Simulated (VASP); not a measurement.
Here is a VASP 6.6.1 calculation.

INCAR

```
PREC = Accurate ; ENCUT = 520
EDIFF = 1E-6 ; ISMEAR = 0
SIGMA = 0.15 ; LREAL = F
LASPH = T ; NELM = 80
ALGO = Fast ; ISIF = 2
LWAVE = F ; LCHARG = F
GGA = PS ; NBANDS = 14
```

Contents of KPOINTS:

```
regular mesh
0
Gamma
  16 16 16
```

Contents of POSCAR:

```
AlNi
1.0
    1.9201739771     -1.9201229512      0.0000000000
    1.9201739771      1.9201229512      0.0000000000
    0.0000000000      0.0000000000      2.8688666979
Al Ni
1 1
Direct
    0.0000000000      0.0000000000      0.0000000000
    0.5000000000      0.5000000000      0.5000000000
```

Potentials or basis: VASP PAW PBE potentials, release 64 (Al, Ni).

Run with:

```bash
$ cat potpaw_PBE.64/Al/POTCAR potpaw_PBE.64/Ni/POTCAR > POTCAR
$ mpirun -np 1 vasp_std > vasp.out
```

Q: Predict the pressure.

A: 22.8 GPa.

Stress tensor (GPa, compression positive):
```
24.55  0.00  0.00
 0.00 24.56  0.00
 0.00  0.00 19.36
```

Caveat: the PAW data sets were made with another functional, which shifts forces and pressure a little. Spin polarisation is off, so any magnetic state and its effect on volume and gap are missing.
